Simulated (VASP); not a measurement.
# Sr19Ca5 in VASP: a series of runs

Runs on Sr19Ca5. Level: PBE. Tasks: single point.

Everything below comes from runs of VASP 6.6.1. Logs are shortened: lines on timing, memory, paths and dates and some standing lists are left out, and cuts for length are marked.

## Step 1: The cell of the first run

The cell holds a disordered packing, 24 atoms: a = 10.499 Å, b = 10.393 Å, c = 11.201 Å, α = 87.65°, β = 89.24°, γ = 91.82°.

## Step 2: Single point, PBE

Contents of INCAR:

```
PREC = Accurate ; ENCUT = 400
EDIFF = 1E-6 ; ISMEAR = -1
SIGMA = 0.0534 ; LREAL = Auto
LASPH = True ; NELM = 120
ALGO = Normal ; ISIF = 2
LWAVE = False ; LCHARG = False
GGA = PE ; ISYM = -1
NBANDS = 138 ; GGA_COMPAT = False
```

Contents of KPOINTS:

```
explicit points
1
Reciprocal
  0.25000000   0.25000000   0.25000000 1
```

Contents of POSCAR:

```
Sr19Ca5
1.0
   10.4978800000     -0.1668760000      0.0738540000
   -0.1668760000     10.3895350000      0.2213770000
    0.0738540000      0.2213770000     11.1990180000
Sr Ca
19 5
Direct
    0.2795413479      0.7070345804      0.7595062852
    0.8381735858      0.3501499809      0.7250914657
    0.1439426256      0.0166335933      0.7229308825
    0.5879386136      0.2497571198      0.5019559661
    0.2739384032      0.5958800849      0.3462453054
    0.8062406907      0.9549646092      0.5295400632
    0.4321800180      0.2134970300      0.1950410692
    0.4790518404      0.4100902798      0.8082905617
    0.1547370256      0.1316261145      0.3555056396
    0.2643704620      0.8952461783      0.0949402234
    0.5314618521      0.0427101720      0.8068290779
    0.9024184456      0.8363620035      0.1941017933
    0.2476966866      0.5112793480      0.0731329408
    0.0126603120      0.6782442845      0.5827071892
    0.4971228796      0.9065942624      0.4400504909
    0.7237463665      0.3153339954      0.0550974864
    0.0385678425      0.2314438231      0.0549440381
    0.9781304898      0.6428041136      0.9435247005
    0.6076594346      0.7566111140      0.1086929784
    0.9039498088      0.4627911151      0.3421224416
    0.6304491490      0.6062527695      0.3897896574
    0.8547300038      0.9980307055      0.8762201049
    0.6718645670      0.7056871253      0.7402665319
    0.1601896773      0.3437246397      0.6730357628
```

Potentials or basis: VASP PAW PBE potentials, release 64 (Sr_sv, Ca_sv).

Launch:

```console
> cat potpaw_PBE.64/Sr_sv/POTCAR potpaw_PBE.64/Ca_sv/POTCAR > POTCAR
> mpirun -np 1 vasp_std > vasp.out
```

OUTCAR:

```text
PREC = Accurate
   ENCUT = 400
   EDIFF = 1E-6
   ISMEAR = -1
   LREAL = Auto
   LASPH = True
   NELM = 120
   ISIF = 2
   GGA = PE
   ISYM = -1

 ion  position               nearest neighbor table
   1  0.280  0.707  0.760-  14 3.47   3 3.57  18 3.78   8 3.81  13 3.99  24 4.10  23 4.12  10 4.31
                            11 4.36  15 4.60   5 4.82
   2  0.838  0.350  0.725-  24 3.43   4 3.80  16 3.87   8 3.95  22 3.98  14 4.08  23 4.15  18 4.22
                            17 4.43  11 4.52   6 4.74   3 4.80
   3  0.144  0.017  0.723-  24 3.42  22 3.46   1 3.57  14 4.12  11 4.19   6 4.22   9 4.24  10 4.51
                            17 4.56  18 4.79   2 4.80  15 5.04
   4  0.588  0.250  0.502-  15 3.76   2 3.80   7 3.85  21 3.87   6 3.89  11 3.99   8 4.04   9 4.99

   5  0.274  0.596  0.346-  13 3.23  21 3.78  14 3.93  20 4.08  15 4.11  10 4.11  19 4.60   7 4.72
                             1 4.82   9 4.94  12 4.98
   6  0.806  0.955  0.530-  15 3.44  23 3.67  14 3.69   4 3.89  22 3.96  12 4.12   3 4.22  11 4.35
                             9 4.43   2 4.74
   7  0.432  0.213  0.195-   9 3.47  16 3.53   4 3.85  10 3.91  13 3.91  15 4.20  17 4.45   5 4.72
                             8 4.73  11 4.88
   8  0.479  0.410  0.808-  23 3.67  24 3.75   1 3.81  11 3.88  16 3.92   2 3.95  13 4.00   4 4.04
                             7 4.73
   9  0.155  0.132  0.356-   7 3.47  17 3.72  10 4.07   3 4.24   6 4.43  15 4.44  12 4.45   5 4.94
                             4 4.99  13 5.02
  10  0.264  0.895  0.095-   7 3.91  19 3.93  12 3.97  13 4.01   9 4.07   5 4.11  17 4.30   1 4.31
                            18 4.33  11 4.44   3 4.51  15 4.60
  11  0.531  0.043  0.807-  22 3.53   8 3.88  23 3.94   4 3.99   3 4.19   6 4.35   1 4.36  15 4.42
                            10 4.44  16 4.50  19 4.51   2 4.52   7 4.88
  12  0.902  0.836  0.194-  19 3.34  18 3.61  22 3.92  10 3.97   6 4.12   9 4.45  17 4.51  14 4.76
                             5 4.98  15 5.13
  13  0.248  0.511  0.073-   5 3.23  18 3.49  17 3.60   7 3.91   1 3.99   8 4.00  10 4.01  19 4.52
                             9 5.02
  14  0.013  0.678  0.583-   1 3.47   6 3.69  20 3.74   5 3.93  24 3.95  23 3.99  18 4.05   2 4.08
                             3 4.12  12 4.76
  15  0.497  0.907  0.440-   6 3.44  21 3.52   4 3.76   5 4.11   7 4.20  19 4.25  11 4.42   9 4.44
                             1 4.60  10 4.60   3 5.04  12 5.13
  16  0.724  0.315  0.055-  17 3.45   7 3.53   2 3.87   8 3.92  20 4.08  18 4.39  11 4.50  19 4.84

  17  0.039  0.231  0.055-  16 3.45  13 3.60   9 3.72  22 3.72  10 4.30   2 4.43   7 4.45  18 4.47
                            12 4.51   3 4.56
  18  0.978  0.643  0.944-  13 3.49  12 3.61   1 3.78  22 4.00  23 4.02  14 4.05   2 4.22  10 4.33
                            16 4.39  17 4.47  19 4.50   3 4.79
  19  0.608  0.757  0.109-  12 3.34  21 3.47  10 3.93  15 4.25  18 4.50  11 4.51  13 4.52   5 4.60
                            16 4.84
  20  0.904  0.463  0.342-  14 3.74  16 4.08   5 4.08
  21  0.630  0.606  0.390-  19 3.47  15 3.52   5 3.78   4 3.87
  22  0.855  0.998  0.876-   3 3.46  11 3.53  17 3.72  12 3.92   6 3.96   2 3.98  18 4.00
  23  0.672  0.706  0.740-   6 3.67   8 3.67  11 3.94  14 3.99  18 4.02   1 4.12   2 4.15
  24  0.160  0.344  0.673-   3 3.42   2 3.43   8 3.75  14 3.95   1 4.10

IMPORTANT INFORMATION: All symmetrisations will be switched off!
NOSYMM: (Re-)initialisation of all symmetry stuff for point group C_1.

----------------------------------------------------------------------------------------

                                     Primitive cell

  volume of cell :    1220.5671

  direct lattice vectors                    reciprocal lattice vectors
    10.497880000 -0.166876000  0.073854000     0.095286516  0.001544525 -0.000658916
    -0.166876000 10.389535000  0.221377000     0.001544525  0.096316292 -0.001914122
     0.073854000  0.221377000 11.199018000    -0.000658916 -0.001914122  0.089335726

  length of vectors
    10.499466011 10.393233034 11.201449297     0.095301311  0.096347691  0.089358659

  position of ions in fractional coordinates (direct lattice)
     0.279541348  0.707034580  0.759506285
     0.838173586  0.350149981  0.725091466
     0.143942626  0.016633593  0.722930883
     0.587938614  0.249757120  0.501955966
     0.273938403  0.595880085  0.346245305
     0.806240691  0.954964609  0.529540063
[... 16 lines left out ...]
     0.671864567  0.705687125  0.740266532
     0.160189677  0.343724640  0.673035763

  ion indices of the primitive-cell ions
   primitive index   ion index
                 1           1
                 2           2
                 3           3
                 4           4
                 5           5
                 6           6
[... 16 lines left out ...]
                23          23
                24          24

----------------------------------------------------------------------------------------

 KPOINTS: explicit points

Read explicit list of k-points.

 Found      1 k-points:

 Following reciprocal coordinates:
            Coordinates               Weight
  0.250000  0.250000  0.250000      1.000000
   k-points           NKPTS =      1   k-points in BZ     NKDIM =      1   number of bands    NBANDS=    138
   number of dos      NEDOS =    301   number of ions     NIONS =     24
   total plane-waves  NPLWV = 392000
   dimension x,y,z NGX =    70 NGY =   70 NGZ =   80
   dimension x,y,z NGXF=   140 NGYF=  140 NGZF=  160
   ions per type =              19   5
   NGX,Y,Z   is equivalent  to a cutoff of  11.08, 11.20, 11.87 a.u.
   NGXF,Y,Z  is equivalent  to a cutoff of  22.17, 22.39, 23.75 a.u.
 SYSTEM =  unknown system
   PREC   = accura    normal or accurate (medium, high low for compatibility)
   ISTART =      0    job   : 0-new  1-cont  2-samecut
   ICHARG =      2    charge: 1-file 2-atom 10-const
   ISPIN  =      1    spin polarized calculation?
   LNONCOLLINEAR =      F non collinear calculations
   LSORBIT =      F    spin-orbit coupling
   LASPH  =      T    aspherical Exc in radial PAW
   ENCUT  =  400.0 eV  29.40 Ry    5.42 a.u.  17.12 16.95 18.27*2*pi/ulx,y,z
   NELM   =    120;   NELMIN=  2; NELMDL= -5     # of ELM steps
   EDIFF  = 0.1E-05   stopping-criterion for ELM
   LREAL  =      T    real-space projection
   EDIFFG = 0.1E-04   stopping-criterion for IOM
   NSW    =      0    number of steps for IOM
   IBRION =     -1    ionic relax: 0-MD 1-quasi-New 2-CG
   NFREE  =      0    steps in history (QN), initial steepest desc. (CG)
   ISIF   =      2    stress and relaxation
   ISYM   =     -1    0-nonsym 1-usesym 2-fastsym
   POTIM  = 0.5000    time-step for ionic-motion
   TEBEG  =    0.0;   TEEND  =   0.0 temperature during run
   PSTRESS=    0.0 pullay stress
   NELECT =     240.0000    total number of electrons
   NUPDOWN=      -1.0000    fix difference up-down
   EMIN   =  10.00;   EMAX   =-10.00  energy-range for DOS
   EFERMI =   0.00;   METHOD = LEGACY
   ISMEAR =    -1;   SIGMA  =   0.05  broadening in eV -4-tet -1-fermi 0-gaus
   EFERMI_NEDOS =   21; number of points for ismear=-14 and -15
   IALGO  =     38    algorithm
   IMIX   =      4    mixing-type and parameters
     AMIX     =   0.40;   BMIX     =  1.00
     AMIX_MAG =   1.60;   BMIX_MAG =  1.00
  volume/ion in A,a.u.               =      50.86       343.20
  Fermi-wavevector in a.u.,A,eV,Ry     =   0.951973  1.798968 12.330319  0.906253
  Thomas-Fermi vector in A             =   2.080493
   LORBIT       =      0    0 simple, 1 ext, 2 COOP (PROOUT), +10 PAW based schemes
   GGA     = PE    functional components
   LHFCALC =     F    Hartree Fock is set to
   AEXX    =    0.0000 exact exchange contribution
   IVDW    =     0    specifies the selected vdW correction
   LEPSILON=     F    determine dielectric tensor
   LRPA    =     F    only Hartree local field effects (RPA)
 non-spin polarized calculation
  energy-cutoff  :      400.00
  volume of cell :     1220.57
 maximum number of plane-waves:     22173
 NGX is ok and might be reduce to    70
   NGX = 35   NGY = 33   NGZ = 37

 number of electron     240.0000007 magnetization

 Free energy of the ion-electron system (eV)
  ---------------------------------------------------
  ext. energy  EPLUGINS =         0.00000000
  ---------------------------------------------------
  free energy    TOTEN  =       -33.15299592 eV

  energy without entropy =      -32.75942757  energy(sigma->0) =      -32.95621175

 E-fermi :   1.6298     XC(G=0):  -7.4610

 val. band max:        1.6255389384   @ k =   0.2500   0.2500   0.2500
 cond. band min:       1.6529662857   @ k =   0.2500   0.2500   0.2500
 fundamental gap:      0.0274273474
 Fermi energy:         1.6298474554

 k-point     1 :       0.2500    0.2500    0.2500
  band No.  band energies     occupation
      1     -40.7690      2.00000
      2     -40.7671      2.00000
      3     -40.5195      2.00000
      4     -40.5102      2.00000
      5     -40.4061      2.00000
      6     -35.0531      2.00000
[... 124 lines left out ...]
    131       2.1001      0.00030
    132       2.2122      0.00004
 [bands above 132 left out]

------------------------ aborting loop because EDIFF is reached ----------------------------------------

  FORCE on cell =-STRESS in cart. coord.  units (eV):
  Direction    XX          YY          ZZ          XY          YZ          ZX
  --------------------------------------------------------------------------------------
  -------------------------------------------------------------------------------------
  Total       21.0684383      7.4350936      4.3731664     -2.3496846     -1.6206857      0.2517619
  in kB       27.6554853      9.7596756      5.7404369     -3.0843135     -2.1273931      0.3304752
  external PRESSURE =      14.3851992 kB  Pullay stress =       0.0000000 kB

 VOLUME and BASIS-vectors are now :
 -----------------------------------------------------------------------------
  energy-cutoff  :      400.00
  volume of cell :     1220.57
      direct lattice vectors                 reciprocal lattice vectors
    10.497880000 -0.166876000  0.073854000     0.095286516  0.001544525 -0.000658916
    -0.166876000 10.389535000  0.221377000     0.001544525  0.096316292 -0.001914122
     0.073854000  0.221377000 11.199018000    -0.000658916 -0.001914122  0.089335726

 POSITION                                       TOTAL-FORCE (eV/Angst)
 -----------------------------------------------------------------------------------
      2.87270      7.46725      8.68289         1.077681     -0.152503      0.009567
      8.79416      3.65854      8.25973        -0.082992     -0.109292     -0.122737
      1.56171      0.30884      8.11043         0.244544      0.022110     -0.102907
      6.16750      2.60787      5.72013        -0.349495      0.527143     -0.157706
      2.80191      6.22185      4.02975        -0.055849      0.013251      1.217954
      8.34357      9.90432      6.20128         0.795723      0.615608     -0.010994
[... 16 lines left out ...]
      6.99006      7.38352      8.49610        -0.012343     -0.055471      0.071821
      1.67400      3.69340      7.62526         0.502830      0.576147     -0.202894
 -----------------------------------------------------------------------------------
    total drift:                                0.000271     -0.002292     -0.000612

  FREE ENERGIE OF THE ION-ELECTRON SYSTEM (eV)
  ---------------------------------------------------
  free  energy   TOTEN  =       -33.1529959246 eV

  energy  without entropy=      -32.7594275658  energy(sigma->0) =      -32.95621175
```

Run time: 4.3 min. Hardware: 1 thread of Intel Xeon Platinum 8488C (Sapphire Rapids), shared host; peak memory 0.72 GiB.

What came out:

| Item | Value |
| --- | --- |
| Free energy | -33.1530 eV |
| Pressure | 1.4 GPa |
| Largest force | 1.376 eV/Å |

Forces in eV/Å, atoms in the order of the input:
```
Sr   1.078 -0.153  0.010
Sr  -0.083 -0.109 -0.123
Sr   0.245  0.022 -0.103
Sr  -0.349  0.527 -0.158
Sr  -0.056  0.013  1.218
Sr   0.796  0.616 -0.011
Sr   0.268  0.179 -0.402
Sr  -0.115 -0.212  0.097
Sr  -0.577 -0.153  1.007
Sr  -0.214  0.024 -0.323
Sr  -0.468 -0.057  0.103
Sr   0.813  0.460  1.010
Sr   0.621 -0.276 -0.688
Sr  -0.566  0.066 -0.420
Sr  -1.206  0.017 -0.091
Sr  -0.310  0.453  0.224
Sr   0.698 -0.316 -0.430
Sr  -0.664 -0.127 -0.321
Sr  -0.896 -0.249 -0.943
Ca   0.647 -0.599 -0.391
Ca  -0.012 -0.321  0.729
Ca  -0.141 -0.324  0.136
Ca  -0.012 -0.055  0.072
Ca   0.503  0.576 -0.203
```

Stress tensor (GPa, compression positive):
```
 2.77 -0.31  0.03
-0.31  0.98 -0.21
 0.03 -0.21  0.57
```

Caveat: the atoms stand as in a frame of molecular dynamics.

(Continued in part 2 of 2.)
